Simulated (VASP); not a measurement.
# MgS (Fm-3m) in VASP: a series of runs

Aim: see how the results for MgS move with the level of theory and the settings. Levels: r2SCAN, HSE06, PBE-based screened hybrid. Tasks: single point.

All numbers are computed with VASP 6.6.1; they aren't measurements. Logs are shortened: lines on timing, memory, paths and dates and some standing lists are left out, and cuts for length are marked.

## (1) The cell of the first run

It takes space group Fm-3m (No. 225, cubic). Conventional cell: a = 5.203 Å, b = 5.203 Å, c = 5.203 Å, α = 90.00°, β = 90.00°, γ = 90.00°. Within 3.4 Å of Mg (site symmetry m-3m) lie 6 S at 2.60 Å. S (site symmetry m-3m) has 6 Mg at 2.60 Å within 3.4 Å.

## (2) Single point, r2SCAN

Contents of POSCAR:

```
MgS
1.0
    0.0000000000      2.6015179373      2.6015179373
    2.6015179373      0.0000000000      2.6015179373
    2.6015179373      2.6015179373      0.0000000000
Mg S
1 1
Direct
    0.0000000000      0.0000000000      0.0000000000
    0.5000000000      0.5000000000      0.5000000000
```

Contents of INCAR.step1:

```
SYSTEM = MgS
PREC = Accurate ; ENCUT = 520
ISMEAR = 0 ; SIGMA = 0.01
LREAL = .FALSE. ; LASPH = .TRUE.
NELM = 60 ; NBANDS = 11
GGA = PE ; ALGO = Normal
EDIFF = 1E-4 ; LWAVE = .TRUE.
LCHARG = .FALSE.
```

Contents of INCAR.step2:

```
SYSTEM = MgS
PREC = Accurate ; ENCUT = 520
EDIFF = 1E-6 ; ISMEAR = 0
SIGMA = 0.01 ; LREAL = .FALSE.
LASPH = .TRUE. ; NELM = 60
ALGO = Normal ; ISIF = 2
LWAVE = .FALSE. ; LCHARG = .FALSE.
METAGGA = R2SCAN ; LMIXTAU = .TRUE.
NBANDS = 11 ; ISTART = 1
```

Contents of KPOINTS:

```
Automatic mesh
0
G
  6 6 6
  0 0 0
```

Potentials or basis: VASP PAW PBE potentials, release 64 (Mg, S).

On the command line:

```bash
> cat potpaw_PBE.64/Mg/POTCAR potpaw_PBE.64/S/POTCAR > POTCAR
> cp INCAR.step1 INCAR
> mpirun -np 1 vasp_std > vasp.out
> cp INCAR.step2 INCAR
> mpirun -np 1 vasp_std > vasp.out
```

OUTCAR:

```text
SYSTEM = MgS
   PREC = Accurate
   ENCUT = 520
   EDIFF = 1E-6
   ISMEAR = 0
   LREAL = .FALSE.
   LASPH = .TRUE.
   NELM = 60
   ISIF = 2
   METAGGA = R2SCAN
   ISTART = 1

 ion  position               nearest neighbor table
   1  0.000  0.000  0.000-   2 2.60   2 2.60   2 2.60   2 2.60   2 2.60   2 2.60
   2  0.500  0.500  0.500-   1 2.60   1 2.60   1 2.60   1 2.60   1 2.60   1 2.60

  LATTYP: Found a face centered cubic cell.
 ALAT       =     5.2030358746

  Lattice vectors:

 A1 = (   0.0000000000,   2.6015179373,   2.6015179373)
 A2 = (   2.6015179373,   0.0000000000,   2.6015179373)
 A3 = (   2.6015179373,   2.6015179373,   0.0000000000)

Analysis of symmetry for initial positions (statically):
=====================================================================
 Subroutine PRICEL returns:
 Original cell was already a primitive cell.

 Routine SETGRP: Setting up the symmetry group for a
 face centered cubic supercell.

 Subroutine GETGRP returns: Found 48 space group operations
 (whereof 48 operations were pure point group operations)
 out of a pool of 48 trial point group operations.

The static configuration has the point symmetry O_h .

Analysis of symmetry for dynamics (positions and initial velocities):
=====================================================================
 Subroutine PRICEL returns:
 Original cell was already a primitive cell.

 Routine SETGRP: Setting up the symmetry group for a
 face centered cubic supercell.

 Subroutine GETGRP returns: Found 48 space group operations
 (whereof 48 operations were pure point group operations)
 out of a pool of 48 trial point group operations.

The dynamic configuration has the point symmetry O_h .

 Subroutine INISYM returns: Found 48 space group operations
 (whereof 48 operations are pure point group operations),
 and found     1 'primitive' translations

----------------------------------------------------------------------------------------

                                     Primitive cell

  volume of cell :      35.2136

  direct lattice vectors                    reciprocal lattice vectors
     0.000000000  2.601517937  2.601517937    -0.192195484  0.192195484  0.192195484
     2.601517937  0.000000000  2.601517937     0.192195484 -0.192195484  0.192195484
     2.601517937  2.601517937  0.000000000     0.192195484  0.192195484 -0.192195484

  length of vectors
     3.679101950  3.679101950  3.679101950     0.332892344  0.332892344  0.332892344

  position of ions in fractional coordinates (direct lattice)
     0.000000000  0.000000000  0.000000000
     0.500000000  0.500000000  0.500000000

  ion indices of the primitive-cell ions
   primitive index   ion index
                 1           1
                 2           2

----------------------------------------------------------------------------------------

 KPOINTS: Automatic mesh

Automatic generation of k-mesh.
 Grid dimensions read from file:
 generate k-points for:    6    6    6

 Generating k-lattice:

  Cartesian coordinates                     Fractional coordinates (reciprocal lattice)
    -0.032032581  0.032032581  0.032032581     0.166666667  0.000000000  0.000000000
     0.032032581 -0.032032581  0.032032581     0.000000000  0.166666667  0.000000000
     0.032032581  0.032032581 -0.032032581     0.000000000  0.000000000  0.166666667

  Length of vectors
     0.055482057  0.055482057  0.055482057

  Shift w.r.t. Gamma in fractional coordinates (k-lattice)
     0.000000000  0.000000000  0.000000000

 Subroutine IBZKPT returns following result:
 ===========================================

 Found     16 irreducible k-points:

 Following reciprocal coordinates:
            Coordinates               Weight
  0.000000  0.000000  0.000000      1.000000
  0.166667  0.000000  0.000000      8.000000
  0.333333  0.000000  0.000000      8.000000
  0.500000  0.000000  0.000000      4.000000
  0.166667  0.166667  0.000000      6.000000
  0.333333  0.166667  0.000000     24.000000
[... 8 lines left out ...]
 -0.333333  0.333333  0.166667     24.000000
 -0.333333  0.500000  0.166667     12.000000
   k-points           NKPTS =     16   k-points in BZ     NKDIM =     16   number of bands    NBANDS=     11
   number of dos      NEDOS =    301   number of ions     NIONS =      2
   total plane-waves  NPLWV =  21952
   dimension x,y,z NGX =    28 NGY =   28 NGZ =   28
   dimension x,y,z NGXF=    56 NGYF=   56 NGZF=   56
   ions per type =               1   1
   NGX,Y,Z   is equivalent  to a cutoff of  12.65, 12.65, 12.65 a.u.
   NGXF,Y,Z  is equivalent  to a cutoff of  25.30, 25.30, 25.30 a.u.
 SYSTEM =  MgS
   PREC   = accura    normal or accurate (medium, high low for compatibility)
   ISTART =      1    job   : 0-new  1-cont  2-samecut
   ICHARG =      0    charge: 1-file 2-atom 10-const
   ISPIN  =      1    spin polarized calculation?
   LNONCOLLINEAR =      F non collinear calculations
   LSORBIT =      F    spin-orbit coupling
   LASPH  =      T    aspherical Exc in radial PAW
   ENCUT  =  520.0 eV  38.22 Ry    6.18 a.u.   6.84  6.84  6.84*2*pi/ulx,y,z
   NELM   =     60;   NELMIN=  2; NELMDL=  0     # of ELM steps
   EDIFF  = 0.1E-05   stopping-criterion for ELM
   LREAL  =      F    real-space projection
   EDIFFG = 0.1E-04   stopping-criterion for IOM
   NSW    =      0    number of steps for IOM
   IBRION =     -1    ionic relax: 0-MD 1-quasi-New 2-CG
   NFREE  =      0    steps in history (QN), initial steepest desc. (CG)
   ISIF   =      2    stress and relaxation
   ISYM   =      2    0-nonsym 1-usesym 2-fastsym
   POTIM  = 0.5000    time-step for ionic-motion
   TEBEG  =    0.0;   TEEND  =   0.0 temperature during run
   PSTRESS=    0.0 pullay stress
   NELECT =       8.0000    total number of electrons
   NUPDOWN=      -1.0000    fix difference up-down
   EMIN   =  10.00;   EMAX   =-10.00  energy-range for DOS
   EFERMI =   0.00;   METHOD = LEGACY
   ISMEAR =     0;   SIGMA  =   0.01  broadening in eV -4-tet -1-fermi 0-gaus
   EFERMI_NEDOS =   21; number of points for ismear=-14 and -15
   IALGO  =     38    algorithm
   IMIX   =      4    mixing-type and parameters
     AMIX     =   0.40;   BMIX     =  1.00
     AMIX_MAG =   1.60;   BMIX_MAG =  1.00
  volume/ion in A,a.u.               =      17.61       118.82
  Fermi-wavevector in a.u.,A,eV,Ry     =   0.998929  1.887702 13.576701  0.997859
  Thomas-Fermi vector in A             =   2.131185
   LORBIT       =      0    0 simple, 1 ext, 2 COOP (PROOUT), +10 PAW based schemes
   METAGGA = R2SCAN    functional components
   LHFCALC =     F    Hartree Fock is set to
   AEXX    =    0.0000 exact exchange contribution
   IVDW    =     0    specifies the selected vdW correction
   LEPSILON=     F    determine dielectric tensor
   LRPA    =     F    only Hartree local field effects (RPA)
 non-spin polarized calculation
 Gauss-broadening in eV      SIGMA  =   0.01
  energy-cutoff  :      520.00
  volume of cell :       35.21
 maximum number of plane-waves:       960
   NGX = 13   NGY = 13   NGZ = 13

 number of electron       8.0000000 magnetization

 Free energy of the ion-electron system (eV)
  ---------------------------------------------------
  ext. energy  EPLUGINS =         0.00000000
  ---------------------------------------------------
  free energy    TOTEN  =       -15.50855369 eV

  energy without entropy =      -15.50855369  energy(sigma->0) =      -15.50855369

 E-fermi :   3.5537     XC(G=0): -10.0899

 val. band max:        3.4953426680   @ k =   0.0000   0.0000   0.0000
 cond. band min:       6.9284855177   @ k =   0.5000   0.5000   0.0000
 fundamental gap:      3.4331428496
 Fermi energy:         3.5536617312

 k-point     1 :       0.0000    0.0000    0.0000
  band No.  band energies     occupation
      1      -9.6881      2.00000
      2       3.4953      2.00000
      3       3.4953      2.00000
      4       3.4953      2.00000
      5       8.1113      0.00000
      6      12.0257      0.00000
      7      12.0257      0.00000
      8      12.0257      0.00000
      9      14.4364      0.00000
     10      14.4364      0.00000
     11      17.0382      0.00000

 k-point     2 :       0.1667    0.0000    0.0000
  band No.  band energies     occupation
      1      -9.4174      2.00000
      2       1.8991      2.00000
      3       3.3188      2.00000
      4       3.3188      2.00000
      5       9.1349      0.00000
      6      11.8249      0.00000
      7      12.3105      0.00000
      8      12.3105      0.00000
      9      13.7938      0.00000
     10      13.7938      0.00000
     11      17.0185      0.00000

 k-point     3 :       0.3333    0.0000    0.0000
  band No.  band energies     occupation
      1      -8.7670      2.00000
      2      -0.3649      2.00000
      3       3.0114      2.00000
      4       3.0114      2.00000
      5       8.9752      0.00000
      6      11.4375      0.00000
      7      11.4375      0.00000
      8      13.8175      0.00000
      9      15.7373      0.00000
     10      15.7373      0.00000
     11      16.1013      0.00000

 k-point     4 :       0.5000    0.0000    0.0000
  band No.  band energies     occupation
      1      -8.3553      2.00000
      2      -1.3821      2.00000
      3       2.8752      2.00000
      4       2.8752      2.00000
      5       8.7114      0.00000
      6      10.9976      0.00000
      7      10.9976      0.00000
      8      14.7301      0.00000
      9      16.7283      0.00000
     10      18.5864      0.00000
     11      18.5864      0.00000

 k-point     5 :       0.1667    0.1667    0.0000
  band No.  band energies     occupation
      1      -9.3293      2.00000
      2       2.0049      2.00000
      3       2.9534      2.00000
      4       2.9534      2.00000
      5       9.6554      0.00000
      6      10.5885      0.00000
      7      12.1028      0.00000
      8      13.2269      0.00000
      9      13.2269      0.00000
     10      14.9123      0.00000
     11      18.7662      0.00000
[... 99 lines left out ...]
 k-point    13 :       0.5000    0.5000    0.0000
  band No.  band energies     occupation
      1      -7.9700      2.00000
      2      -0.7770      2.00000
      3       1.7667      2.00000
      4       1.7667      2.00000
      5       6.9285      0.00000
      6       8.4201      0.00000
      7      16.6385      0.00000
      8      16.9814      0.00000
      9      18.0335      0.00000
     10      18.0335      0.00000
     11      20.1058      0.00000

 k-point    14 :       0.5000    0.3333    0.1667
  band No.  band energies     occupation
      1      -8.3232      2.00000
      2      -0.2183      2.00000
      3       1.2694      2.00000
      4       2.2430      2.00000
      5       9.4518      0.00000
      6      10.7194      0.00000
      7      11.5326      0.00000
      8      14.1577      0.00000
      9      15.8555      0.00000
     10      19.3375      0.00000
     11      19.8279      0.00000

 k-point    15 :      -0.3333    0.3333    0.1667
  band No.  band energies     occupation
      1      -8.0431      2.00000
      2      -0.4682      2.00000
      3       0.7416      2.00000
      4       1.8932      2.00000
      5       9.4699      0.00000
      6      10.8865      0.00000
      7      12.9160      0.00000
      8      13.1406      0.00000
      9      16.6204      0.00000
     10      18.5311      0.00000
     11      20.0630      0.00000

 k-point    16 :      -0.3333    0.5000    0.1667
  band No.  band energies     occupation
      1      -7.9372      2.00000
      2      -0.3221      2.00000
      3       0.8709      2.00000
      4       1.2831      2.00000
      5       8.5487      0.00000
      6      10.3032      0.00000
      7      13.4199      0.00000
      8      14.1032      0.00000
      9      18.4741      0.00000
     10      19.6538      0.00000
     11      19.9406      0.00000

------------------------ aborting loop because EDIFF is reached ----------------------------------------

  FORCE on cell =-STRESS in cart. coord.  units (eV):
  Direction    XX          YY          ZZ          XY          YZ          ZX
  --------------------------------------------------------------------------------------
  -------------------------------------------------------------------------------------
  Total       -0.0922728     -0.0922728     -0.0922728     -0.0000000      0.0000000      0.0000000
  in kB       -4.1983046     -4.1983046     -4.1983046     -0.0000000      0.0000000      0.0000000
  external PRESSURE =      -4.1983046 kB  Pullay stress =       0.0000000 kB

 VOLUME and BASIS-vectors are now :
 -----------------------------------------------------------------------------
  energy-cutoff  :      520.00
  volume of cell :       35.21
      direct lattice vectors                 reciprocal lattice vectors
     0.000000000  2.601517937  2.601517937    -0.192195484  0.192195484  0.192195484
     2.601517937  0.000000000  2.601517937     0.192195484 -0.192195484  0.192195484
     2.601517937  2.601517937  0.000000000     0.192195484  0.192195484 -0.192195484

 POSITION                                       TOTAL-FORCE (eV/Angst)
 -----------------------------------------------------------------------------------
      0.00000      0.00000      0.00000        -0.000000      0.000000      0.000000
      2.60152      2.60152      2.60152         0.000000     -0.000000     -0.000000
 -----------------------------------------------------------------------------------
    total drift:                                0.000000      0.000000      0.000000

  FREE ENERGIE OF THE ION-ELECTRON SYSTEM (eV)
  ---------------------------------------------------
  free  energy   TOTEN  =       -15.5085536886 eV

  energy  without entropy=      -15.5085536886  energy(sigma->0) =      -15.50855369
```

It took 81 s on 1 thread of AMD EPYC, shared host; peak memory 0.13 GiB.

What came out:

```
Free energy            : -15.5086 eV
Pressure               : -0.4 GPa
Band gap on the k mesh : 3.43 eV, indirect (least direct gap 4.62 eV)
```

Caveat: the PAW data sets were made with another functional, which shifts forces and pressure a little.

## (3) Single point, HSE06

POSCAR is that of step 2.

Contents of INCAR.step1:

```
SYSTEM = MgS
PREC = Accurate ; ENCUT = 520
EDIFF = 1E-5 ; ISMEAR = 0
SIGMA = 0.01 ; LREAL = .False.
LASPH = .True. ; NELM = 100
ALGO = Normal ; ISIF = 2
LWAVE = .True. ; LCHARG = .False.
GGA = PE ; NBANDS = 11
```

Contents of INCAR.step2:

```
SYSTEM = MgS
PREC = Accurate ; ENCUT = 520
EDIFF = 1E-7 ; ISMEAR = 0
SIGMA = 0.01 ; LREAL = .False.
LASPH = .True. ; NELM = 100
ALGO = Normal ; ISIF = 2
LWAVE = .False. ; LCHARG = .False.
GGA = PE ; LHFCALC = .True.
HFSCREEN = 0.2079 ; PRECFOCK = Normal
ISTART = 1 ; NBANDS = 11
```

Contents of KPOINTS:

```
regular mesh
0
Gamma
  4 4 4
  0 0 0
```

Potentials or basis: VASP PAW PBE potentials, release 64 (Mg, S).

On the command line:

```bash
> cat potpaw_PBE.64/Mg/POTCAR potpaw_PBE.64/S/POTCAR > POTCAR
> cp INCAR.step1 INCAR
> mpirun -np 1 vasp_std > vasp.out
> cp INCAR.step2 INCAR
> mpirun -np 1 vasp_std > vasp.out
```

Run time: 6.5 min. Hardware: 1 thread of AMD EPYC, shared host; peak memory 0.24 GiB.

It converged, with:

| Item | Value |
| --- | --- |
| Free energy | -9.8472 eV |
| Pressure | -0.4 GPa |
| Band gap on the k mesh | 3.75 eV, indirect (least direct gap 4.81 eV) |

Levels at points of the mesh, in eV from the valence-band top:
```csv
k point,band 1,band 2,band 3,band 4,band 5,band 6,band 7,band 8
"(0.00, 0.00, 0.00)",-13.95,0.00,0.00,0.00,4.81,9.10,9.10,9.10
"(0.50, 0.00, 0.00)",-12.52,-5.27,-0.64,-0.64,5.56,8.05,8.05,11.59
"(0.50, 0.50, 0.00)",-12.10,-4.59,-1.84,-1.84,3.75,5.34,13.53,14.33
```

Caveat: the k points lie up to 0.52 Å⁻¹ apart; the PAW data sets were made with another functional, which shifts forces and pressure a little. A k mesh can miss the band edges.

## (4) Single point, PBE-based screened hybrid

POSCAR is that of step 3.

Contents of INCAR.step1:

```
ALGO = Normal
EDIFF = 1E-5
ENCUT = 520
GGA = PE
ISIF = 2
ISMEAR = 0
LASPH = True
LCHARG = False
LREAL = False
LWAVE = True
NBANDS = 11
NELM = 60
PREC = Accurate
SIGMA = 0.01
```

Contents of INCAR.step2:

```
AEXX = 0.5
ALGO = Normal
EDIFF = 1E-6
ENCUT = 520
GGA = PE
HFSCREEN = 0.5
ISIF = 2
ISMEAR = 0
ISTART = 1
LASPH = True
LCHARG = False
LHFCALC = True
LREAL = False
LWAVE = False
NBANDS = 11
NELM = 60
PREC = Accurate
PRECFOCK = Normal
SIGMA = 0.01
```

Contents of KPOINTS:

```
k-points
0
Gamma
  4 4 4
```

On the command line:

```bash
> cat potpaw_PBE.64/Mg/POTCAR potpaw_PBE.64/S/POTCAR > POTCAR
> cp INCAR.step1 INCAR
> mpirun -np 1 vasp_std > vasp.out
> cp INCAR.step2 INCAR
> mpirun -np 1 vasp_std > vasp.out
```

Run time: 6 min. Hardware: 1 thread of AMD EPYC, shared host; peak memory 0.24 GiB.

It converged, with:

* Free energy: -10.0493 eV
* Pressure: -1.0 GPa
* Band gap on the k mesh: 3.69 eV, indirect (least direct gap 4.83 eV)

Levels at points of the mesh, in eV from the valence-band top:
```
           k point  band 2  band 3  band 4  band 5  band 6  band 7
(0.00, 0.00, 0.00)    0.00    0.00    0.00    4.83    9.08    9.08
(0.50, 0.00, 0.00)   -5.26   -0.66   -0.66    5.54    8.02    8.02
(0.50, 0.50, 0.00)   -4.60   -1.86   -1.86    3.69    5.29   13.67
```

Caveat: the k points lie up to 0.52 Å⁻¹ apart; the PAW data sets were made with another functional, which shifts forces and pressure a little. A k mesh can miss the band edges.

(Part 1 of 2 ends here.)
